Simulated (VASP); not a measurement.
LiBiSe2:

```xyz
4
Lattice="2.0599 1.1893 6.6134 -2.0599 1.1893 6.6134 0.0000 -2.3786 6.6134" Properties=species:S:1:pos:R:3 pbc="T T T"
Li    2.0599    1.1893    6.6134
Bi    0.0000    0.0000    9.9201
Se    0.0000    0.0000    5.0460
Se    0.0000    0.0000   14.7942
```

Base run:

| Quantity | Value |
| --- | --- |
| Program | VASP 6.6.1 |
| Functional | r2SCAN |
| Potentials or basis | VASP PAW PBE potentials, release 64 (Li_sv, Bi_d, Se) |
| Cutoff | 520 eV |
| k mesh | 6 × 6 × 6 |
| Occupations | gaussian, width 0.01 eV |
| Spin | no spin polarisation |

Its results: band gap on the k mesh 1.39 eV, direct; largest force 0.030 eV/Å.

Task: The run is repeated on the same cell with these changes: functional from r2SCAN to PBE. What comes out?

Result: Band gap on the k mesh 1.05 eV, direct; largest force 0.164 eV/Å.

r2SCAN gives the wider gap, since meta-GGAs in the generalised Kohn-Sham scheme recover part of the derivative discontinuity.

Caveats: spin-orbit coupling is left out, which moves the levels of the heavy elements; the PAW data sets were made with another functional, which shifts forces and pressure a little (some runs).

A k mesh can miss the band edges.
